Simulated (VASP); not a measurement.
Input of a VASP 6.6.1 run:

Contents of POSCAR:

```
YbRu3
1.0
    4.0014744057      0.0000000000      0.0000000000
    0.0000000000      4.0014744057      0.0000000000
    0.0000000000      0.0000000000      4.0014744057
Yb Ru
1 3
Direct
    0.0000000000      0.0000000000      0.0000000000
    0.0000000000      0.5000000000      0.5000000000
    0.5000000000      0.5000000000      0.0000000000
    0.5000000000      0.0000000000      0.5000000000
```

File INCAR.step1:

```
PREC     = Accurate       # precision mode
ENCUT    = 520            # plane-wave cutoff, eV
ISMEAR   = 0              # smearing method
SIGMA    = 0.05           # smearing width, eV
LREAL    = False          # projectors in reciprocal space
LASPH    = True           # aspherical terms in the spheres
NELM     = 60             # most SCF steps
NBANDS   = 41             # bands
GGA      = PE             # functional
ALGO     = Normal         # electronic algorithm
EDIFF    = 1E-4           # SCF threshold, eV
LWAVE    = True           # write WAVECAR
LCHARG   = False          # write CHGCAR
```

File INCAR.step2:

```
PREC     = Accurate       # precision mode
ENCUT    = 520            # plane-wave cutoff, eV
EDIFF    = 1E-6           # SCF threshold, eV
ISMEAR   = 0              # smearing method
SIGMA    = 0.05           # smearing width, eV
LREAL    = False          # projectors in reciprocal space
LASPH    = True           # aspherical terms in the spheres
NELM     = 60             # most SCF steps
ALGO     = Normal         # electronic algorithm
ISIF     = 2              # what is computed and relaxed
LWAVE    = False          # write WAVECAR
LCHARG   = False          # write CHGCAR
METAGGA  = R2SCAN         # meta-GGA
LMIXTAU  = True         
NBANDS   = 41             # bands
ISTART   = 1
```

File KPOINTS:

```
regular mesh
0
Gamma
  8 8 8
```

Potentials or basis: VASP PAW PBE potentials, release 64 (Yb, Ru_pv).

The run is started by

```console
$ cat potpaw_PBE.64/Yb/POTCAR potpaw_PBE.64/Ru_pv/POTCAR > POTCAR
$ cp INCAR.step1 INCAR
$ mpirun -np 1 vasp_std > vasp.out
$ cp INCAR.step2 INCAR
$ mpirun -np 1 vasp_std > vasp.out
```

**Question.** Predict the band gap on the k mesh.

**Answer.** Zero (bands 33 and 34 overlap by 2.04 eV).

**Question.** What does it give for the pressure?

**Answer.** -4.2 GPa.

Caveat: the cell stands under tension; the PAW data sets were made with another functional, which shifts forces and pressure a little; spin-orbit coupling is left out, which moves the levels of the heavy elements. Spin polarisation is off, so any magnetic state and its effect on volume and gap are missing.
